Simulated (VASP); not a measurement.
# K4Mg3VF12 (P4/mmm) in VASP: single point with PBEsol+U

Aim: the single point of K4Mg3VF12 with PBEsol+U.

Everything below comes from runs of VASP 6.6.1. Logs are shortened: lines on timing, memory, paths and dates and some standing lists are left out, and cuts for length are marked.

## (1) The cell of the first run

It takes space group P4/mmm (No. 123, tetragonal). Conventional cell: a = 5.642 Å, b = 5.642 Å, c = 7.979 Å, α = 90.00°, β = 90.00°, γ = 90.00°. K (site symmetry 2mm) has 12 F at 2.81 to 2.83 Å and 6 Mg at 3.45 to 3.46 Å and 2 V at 3.46 Å within 3.7 Å. V (site symmetry 4/mmm) has 6 F at 2.04 to 2.05 Å within 2.7 Å. Mg (site symmetry 4/mmm) has 6 F at 1.94 to 2.00 Å within 2.6 Å. Mg (site symmetry 4/mmm) has 6 F at 1.95 to 2.00 Å within 2.6 Å. Mg (site symmetry 4/mmm) has 6 F at 1.99 Å within 2.6 Å. F (site symmetry m2m) has 1 Mg at 1.95 Å and 1 V at 2.04 Å within 2.6 Å. Within 2.6 Å of F (site symmetry m2m) lie 2 Mg at 1.99 to 2.00 Å. Within 2.6 Å of F (site symmetry 4mm) lie 1 Mg at 1.94 Å and 1 V at 2.05 Å.

## (2) Single point, PBEsol+U, collinear spin

Contents of INCAR:

```
  PREC = Accurate
  ENCUT = 520
  EDIFF = 1E-7
  ISMEAR = 0
  SIGMA = 0.05
  LREAL = Auto
  LASPH = T
  NELM = 150
  ALGO = Normal
  ISIF = 2
  LWAVE = F
  LCHARG = F
  ISPIN = 2
  MAGMOM = 0 0 0 0 2.42 0 0 0 0.01 0 0.01 0 0.01 0 0.01 0 0.01 0.01 0 0
  LORBIT = 11
  LMAXMIX = 4
  LDAU = T
  LDAUTYPE = 2
  LDAUL = -1 2 -1 -1
  LDAUU = 0 3 0 0
  LDAUJ = 0 0 0 0
  LDAUPRINT = 1
  GGA = PS
  NBANDS = 90
```

Contents of KPOINTS:

```
Automatic mesh
0
Gamma
  3 3 2
```

Contents of POSCAR:

```
K4Mg3VF12
1.0
    3.9897000000      3.9897000000      0.0000000000
   -3.9897000000      3.9897000000      0.0000000000
    0.0000000000      0.0000000000      7.9794000000
K V Mg F
4 1 3 12
Direct
    0.5000000000      0.0000000000      0.2512002981
    0.5000000000      0.0000000000      0.7487997019
    0.0000000000      0.5000000000      0.2512002981
    0.0000000000      0.5000000000      0.7487997019
    0.0000000000      0.0000000000      0.0000000000
    0.0000000000      0.0000000000      0.5000000000
    0.5000000000      0.5000000000      0.0000000000
    0.5000000000      0.5000000000      0.5000000000
    0.2562295092      0.7437704908      0.0000000000
    0.2502879233      0.7497120767      0.5000000000
    0.7437704908      0.2562295092      0.0000000000
    0.7497120767      0.2502879233      0.5000000000
    0.2562295092      0.2562295092      0.0000000000
    0.2502879233      0.2502879233      0.5000000000
    0.7437704908      0.7437704908      0.0000000000
    0.7497120767      0.7497120767      0.5000000000
    0.0000000000      0.0000000000      0.2567536721
    0.0000000000      0.0000000000      0.7432463279
    0.5000000000      0.5000000000      0.2510090051
    0.5000000000      0.5000000000      0.7489909949
```

Potentials or basis: VASP PAW PBE potentials, release 64 (K_sv, V_sv, Mg, F).

Launch:

```console
$ cat potpaw_PBE.64/K_sv/POTCAR potpaw_PBE.64/V_sv/POTCAR potpaw_PBE.64/Mg/POTCAR potpaw_PBE.64/F/POTCAR > POTCAR
$ mpirun -np 1 vasp_std > vasp.out
```

OUTCAR:

```text
PREC = Accurate
   ENCUT = 520
   EDIFF = 1E-7
   ISMEAR = 0
   LREAL = Auto
   LASPH = T
   NELM = 150
   ISIF = 2
   ISPIN = 2
   LORBIT = 11
   GGA = PS

 ion  position               nearest neighbor table
   1  0.500  0.000  0.251-  10 2.81  12 2.81  14 2.81  16 2.81  19 2.82  19 2.82  17 2.82  17 2.82
                            13 2.83  11 2.83  15 2.83   9 2.83   8 3.45   6 3.45   6 3.45   8 3.45
   2  0.500  0.000  0.749-  10 2.81  12 2.81  14 2.81  16 2.81  20 2.82  20 2.82  18 2.82  18 2.82
                            13 2.83  11 2.83  15 2.83   9 2.83   8 3.45   6 3.45   6 3.45   8 3.45
   3  0.000  0.500  0.251-  10 2.81  12 2.81  14 2.81  16 2.81  19 2.82  19 2.82  17 2.82  17 2.82
                            13 2.83  11 2.83  15 2.83   9 2.83   6 3.45   6 3.45   8 3.45   8 3.45
   4  0.000  0.500  0.749-  10 2.81  12 2.81  14 2.81  16 2.81  20 2.82  20 2.82  18 2.82  18 2.82
                            13 2.83  11 2.83  15 2.83   9 2.83   6 3.45   6 3.45   8 3.45   8 3.45
   5  0.000  0.000  0.000-   9 2.04  11 2.04  13 2.04  15 2.04  17 2.05  18 2.05
   6  0.000  0.000  0.500-  17 1.94  18 1.94  14 2.00  16 2.00  10 2.00  12 2.00   3 3.45   4 3.45
                             1 3.45   2 3.45   3 3.45   4 3.45   1 3.45   2 3.45
   7  0.500  0.500  0.000-   9 1.95  11 1.95  13 1.95  15 1.95  19 2.00  20 2.00   3 3.46   4 3.46
                             1 3.46   2 3.46   1 3.46   2 3.46   3 3.46   4 3.46
   8  0.500  0.500  0.500-  19 1.99  20 1.99  14 1.99  16 1.99  10 1.99  12 1.99   3 3.45   4 3.45
                             1 3.45   2 3.45   1 3.45   2 3.45   3 3.45   4 3.45
   9  0.256  0.744  0.000-   7 1.95   5 2.04   3 2.83   4 2.83   1 2.83   2 2.83
  10  0.250  0.750  0.500-   8 1.99   6 2.00   3 2.81   4 2.81   1 2.81   2 2.81
  11  0.744  0.256  0.000-   7 1.95   5 2.04   3 2.83   4 2.83   1 2.83   2 2.83
  12  0.750  0.250  0.500-   8 1.99   6 2.00   3 2.81   4 2.81   1 2.81   2 2.81
  13  0.256  0.256  0.000-   7 1.95   5 2.04   3 2.83   4 2.83   1 2.83   2 2.83
  14  0.250  0.250  0.500-   8 1.99   6 2.00   3 2.81   4 2.81   1 2.81   2 2.81
  15  0.744  0.744  0.000-   7 1.95   5 2.04   3 2.83   4 2.83   1 2.83   2 2.83
  16  0.750  0.750  0.500-   8 1.99   6 2.00   3 2.81   4 2.81   1 2.81   2 2.81
  17  0.000  0.000  0.257-   6 1.94   5 2.05   1 2.82   3 2.82   3 2.82   1 2.82
  18  0.000  0.000  0.743-   6 1.94   5 2.05   2 2.82   4 2.82   4 2.82   2 2.82
  19  0.500  0.500  0.251-   8 1.99   7 2.00   1 2.82   3 2.82   1 2.82   3 2.82
  20  0.500  0.500  0.749-   8 1.99   7 2.00   2 2.82   4 2.82   2 2.82   4 2.82

  LATTYP: Found a simple tetragonal cell.
 ALAT       =     5.6422878498
 C/A-ratio  =     1.4142135624

  Lattice vectors:

 A1 = (   3.9897000000,   3.9897000000,   0.0000000000)
 A2 = (  -3.9897000000,   3.9897000000,   0.0000000000)
 A3 = (   0.0000000000,   0.0000000000,   7.9794000000)

Analysis of symmetry for initial positions (statically):
=====================================================================
 Subroutine PRICEL returns:
 Original cell was already a primitive cell.

 Routine SETGRP: Setting up the symmetry group for a
 simple tetragonal supercell.

 Subroutine GETGRP returns: Found 16 space group operations
 (whereof 16 operations were pure point group operations)
 out of a pool of 16 trial point group operations.

The static configuration has the point symmetry D_4h.

Analysis of symmetry for dynamics (positions and initial velocities):
=====================================================================
 Subroutine PRICEL returns:
 Original cell was already a primitive cell.

 Routine SETGRP: Setting up the symmetry group for a
 simple tetragonal supercell.

 Subroutine GETGRP returns: Found 16 space group operations
 (whereof 16 operations were pure point group operations)
 out of a pool of 16 trial point group operations.

The dynamic configuration has the point symmetry D_4h.

Analysis of structural, dynamic, and magnetic symmetry:
=====================================================================
 Subroutine PRICEL returns:
 Original cell was already a primitive cell.

 Routine SETGRP: Setting up the symmetry group for a
 simple tetragonal supercell.

 Subroutine GETGRP returns: Found 16 space group operations
 (whereof 16 operations were pure point group operations)
 out of a pool of 16 trial point group operations.

The overall configuration has the point symmetry D_4h.

 Subroutine INISYM returns: Found 16 space group operations
 (whereof 16 operations are pure point group operations),
 and found     1 'primitive' translations

----------------------------------------------------------------------------------------

                                     Primitive cell
[... 131 lines left out ...]
  Thomas-Fermi vector in A             =   2.467442
   LORBIT       =     11    0 simple, 1 ext, 2 COOP (PROOUT), +10 PAW based schemes
 LDA+U is selected, type is set to LDAUTYPE =  2
   angular momentum for each species LDAUL =    -1    2   -1   -1
   U (eV)           for each species LDAUU =   0.0  3.0  0.0  0.0
   J (eV)           for each species LDAUJ =   0.0  0.0  0.0  0.0
   GGA     = PS    functional components
   LHFCALC =     F    Hartree Fock is set to
   AEXX    =    0.0000 exact exchange contribution
   IVDW    =     0    specifies the selected vdW correction
   LEPSILON=     F    determine dielectric tensor
   LRPA    =     F    only Hartree local field effects (RPA)
 spin polarized calculation
 Gauss-broadening in eV      SIGMA  =   0.05
  energy-cutoff  :      520.00
  volume of cell :      254.03
 maximum number of plane-waves:      6865
 NGX is ok and might be reduce to    42
   NGX = 21   NGY = 21   NGZ = 29

atom =   5  type =  2  l = 2

 onsite density matrix

spin component  1

  0.9095 -0.0000  0.0000 -0.0000 -0.0000
 -0.0000  0.9091 -0.0000  0.0000  0.0000
  0.0000 -0.0000  0.1070 -0.0000  0.0000
 -0.0000  0.0000 -0.0000  0.9091 -0.0000
 -0.0000  0.0000  0.0000 -0.0000  0.1084

spin component  2

  0.0213  0.0000  0.0000  0.0000  0.0000
  0.0000  0.0211  0.0000  0.0000 -0.0000
  0.0000  0.0000  0.0890  0.0000  0.0000
  0.0000  0.0000  0.0000  0.0211  0.0000
  0.0000 -0.0000  0.0000  0.0000  0.0902

 occupancies and eigenvectors

  o =  0.0211  v =  0.0000  0.0000  0.0000  0.0000  0.0000  0.0000  0.8211  0.0000 -0.5708  0.0000      0.0000  0.0000  0.0000  0.0000  0.0000  0.0000  0.0000  0.0000  0.0000  0.0000
  o =  0.0211  v =  0.0000  0.0000  0.0000  0.0000  0.0000  0.0000  0.5708  0.0000  0.8211 -0.0000      0.0000  0.0000  0.0000  0.0000  0.0000  0.0000  0.0000  0.0000  0.0000  0.0000
  o =  0.0213  v =  0.0000  0.0000  0.0000  0.0000  0.0000  1.0000  0.0000  0.0000  0.0000  0.0000      0.0000  0.0000  0.0000  0.0000  0.0000  0.0000  0.0000  0.0000  0.0000  0.0000
  o =  0.0890  v =  0.0000  0.0000  0.0000  0.0000  0.0000  0.0000 -0.0000  1.0000  0.0000 -0.0000      0.0000  0.0000  0.0000  0.0000  0.0000  0.0000  0.0000  0.0000  0.0000  0.0000
  o =  0.0902  v =  0.0000  0.0000  0.0000  0.0000  0.0000  0.0000 -0.0000  0.0000 -0.0000  1.0000      0.0000  0.0000  0.0000  0.0000  0.0000  0.0000  0.0000  0.0000  0.0000  0.0000
  o =  0.1070  v =  0.0000 -0.0000  1.0000 -0.0000  0.0000  0.0000  0.0000  0.0000  0.0000  0.0000      0.0000  0.0000  0.0000  0.0000  0.0000  0.0000  0.0000  0.0000  0.0000  0.0000
  o =  0.1084  v =  0.0000 -0.0000  0.0000 -0.0000 -1.0000  0.0000  0.0000  0.0000  0.0000  0.0000      0.0000  0.0000  0.0000  0.0000  0.0000  0.0000  0.0000  0.0000  0.0000  0.0000
  o =  0.9091  v =  0.0000  0.9762  0.0000  0.2167 -0.0000  0.0000  0.0000  0.0000  0.0000  0.0000      0.0000  0.0000  0.0000  0.0000  0.0000  0.0000  0.0000  0.0000  0.0000  0.0000
  o =  0.9091  v =  0.0000  0.2167 -0.0000 -0.9762  0.0000  0.0000  0.0000  0.0000  0.0000  0.0000      0.0000  0.0000  0.0000  0.0000  0.0000  0.0000  0.0000  0.0000  0.0000  0.0000
  o =  0.9095  v =  1.0000  0.0000  0.0000  0.0000  0.0000  0.0000  0.0000  0.0000  0.0000  0.0000      0.0000  0.0000  0.0000  0.0000  0.0000  0.0000  0.0000  0.0000  0.0000  0.0000

 number of electron     138.9999892 magnetization       3.0000032

 Free energy of the ion-electron system (eV)
  ---------------------------------------------------
  ext. energy  EPLUGINS =         0.00000000
  ---------------------------------------------------
  free energy    TOTEN  =      -104.31825050 eV

  energy without entropy =     -104.31825050  energy(sigma->0) =     -104.31825050

 E-fermi :   3.3658     XC(G=0): -10.0751

 val. band max:        3.0155569434   @ k =   0.3333   0.3333   0.0000
 cond. band min:       5.6951508986   @ k =   0.0000   0.0000   0.0000
 fundamental gap:      2.6795939552
 Fermi energy:         3.3657734682

 spin component 1

 k-point     1 :       0.0000    0.0000    0.0000
  band No.  band energies     occupation
      1     -60.5652      1.00000
      2     -34.6476      1.00000
      3     -34.6447      1.00000
      4     -34.6445      1.00000
      5     -26.9465      1.00000
      6     -26.9164      1.00000
[... 493 lines left out ...]
     80       9.5633      0.00000
     81       9.6548      0.00000
 Fermi energy:         3.3657734682

 spin component 2

 k-point     1 :       0.0000    0.0000    0.0000
  band No.  band energies     occupation
      1     -57.9334      1.00000
      2     -32.0587      1.00000
      3     -32.0558      1.00000
      4     -32.0558      1.00000
      5     -26.9456      1.00000
      6     -26.9156      1.00000
[... 493 lines left out ...]
     80       9.5665      0.00000
     81       9.8042      0.00000
 [bands above 81 left out]

------------------------ aborting loop because EDIFF is reached ----------------------------------------

  FORCE on cell =-STRESS in cart. coord.  units (eV):
  Direction    XX          YY          ZZ          XY          YZ          ZX
  --------------------------------------------------------------------------------------
  -------------------------------------------------------------------------------------
  Total        3.3592927      3.3592927      3.2701599      0.0000000      0.0000000      0.0000000
  in kB       21.1874027     21.1874027     20.6252327      0.0000000      0.0000000      0.0000000
  external PRESSURE =      21.0000127 kB  Pullay stress =       0.0000000 kB

 VOLUME and BASIS-vectors are now :
 -----------------------------------------------------------------------------
  energy-cutoff  :      520.00
  volume of cell :      254.03
      direct lattice vectors                 reciprocal lattice vectors
     3.989700000  3.989700000  0.000000000     0.125322706  0.125322706  0.000000000
    -3.989700000  3.989700000  0.000000000    -0.125322706  0.125322706  0.000000000
     0.000000000  0.000000000  7.979400000     0.000000000  0.000000000  0.125322706

 POSITION                                       TOTAL-FORCE (eV/Angst)
 -----------------------------------------------------------------------------------
      1.99485      1.99485      2.00443         0.000000      0.000000      0.011049
      1.99485      1.99485      5.97497         0.000000      0.000000     -0.011049
     -1.99485      1.99485      2.00443         0.000000      0.000000      0.011049
     -1.99485      1.99485      5.97497         0.000000      0.000000     -0.011049
      0.00000      0.00000      0.00000         0.000000      0.000000      0.000000
      0.00000      0.00000      3.98970         0.000000      0.000000      0.000000
[... 12 lines left out ...]
      0.00000      3.98970      2.00290         0.000000      0.000000      0.012135
      0.00000      3.98970      5.97650         0.000000      0.000000     -0.012135
 -----------------------------------------------------------------------------------
    total drift:                               -0.000000      0.000000     -0.000000

  FREE ENERGIE OF THE ION-ELECTRON SYSTEM (eV)
  ---------------------------------------------------
  free  energy   TOTEN  =      -104.3182504987 eV

  energy  without entropy=     -104.3182504987  energy(sigma->0) =     -104.31825050

 total charge

# of ion       s       p       d       tot
------------------------------------------
    1        1.954   5.576   0.029   7.560
    2        1.954   5.576   0.029   7.560
    3        1.954   5.576   0.029   7.560
    4        1.954   5.576   0.029   7.560
    5        2.147   6.138   3.160  11.445
    6        0.131   0.169   0.085   0.385
[... 12 lines left out ...]
   19        1.728   4.395   0.000   6.122
   20        1.728   4.395   0.000   6.122
--------------------------------------------------
tot         31.093  81.693   3.529 116.316

 magnetization (x)

# of ion       s       p       d       tot
------------------------------------------
    1       -0.000   0.000   0.001   0.001
    2       -0.000   0.000   0.001   0.001
    3       -0.000   0.000   0.001   0.001
    4       -0.000   0.000   0.001   0.001
    5        0.014   0.014   2.689   2.717
    6       -0.000  -0.000   0.000  -0.001
[... 12 lines left out ...]
   19        0.000  -0.000   0.000   0.000
   20        0.000  -0.000   0.000   0.000
--------------------------------------------------
tot          0.010   0.059   2.691   2.760
```

Wall time 16 min (1 thread of AMD EPYC 7R13, shared host); peak memory 0.46 GiB.

What came out:

* Free energy: -104.3183 eV
* Pressure: 2.1 GPa
* Largest force: 0.115 eV/Å
* Band gap on the k mesh: 2.68 eV, indirect (least direct gap 2.75 eV)
* Net moment: 3.00 μB per cell
* Site moments: K +0.00; V +2.72; Mg -0.00, +0.00; F +0.01, +0.00 μB
* Valence electrons inside the program's atomic spheres: K 7.56; V 11.45; Mg 0.39, 0.40, 0.37; F 6.12

Forces in eV/Å, atoms in the order of the input:
```
K    0.000  0.000  0.011
K    0.000  0.000 -0.011
K    0.000  0.000  0.011
K    0.000  0.000 -0.011
V    0.000  0.000  0.000
Mg   0.000  0.000  0.000
Mg   0.000  0.000  0.000
Mg   0.000  0.000  0.000
F    0.112  0.000  0.000
F    0.001  0.000  0.000
F   -0.112  0.000  0.000
F   -0.001  0.000  0.000
F    0.000  0.112  0.000
F    0.000  0.001  0.000
F    0.000 -0.112  0.000
F    0.000 -0.001  0.000
F    0.000  0.000  0.115
F    0.000  0.000 -0.115
F    0.000  0.000  0.012
F    0.000  0.000 -0.012
```

Eigenvalues of the final occupation matrices:
```
    site  spin  trace               eigenvalues
site 5 d     1   2.94  0.11 0.11 0.91 0.91 0.91
site 5 d     2   0.24  0.02 0.02 0.02 0.09 0.09
```

Caveat: the PAW data sets were made with another functional, which shifts forces and pressure a little. A k mesh can miss the band edges.
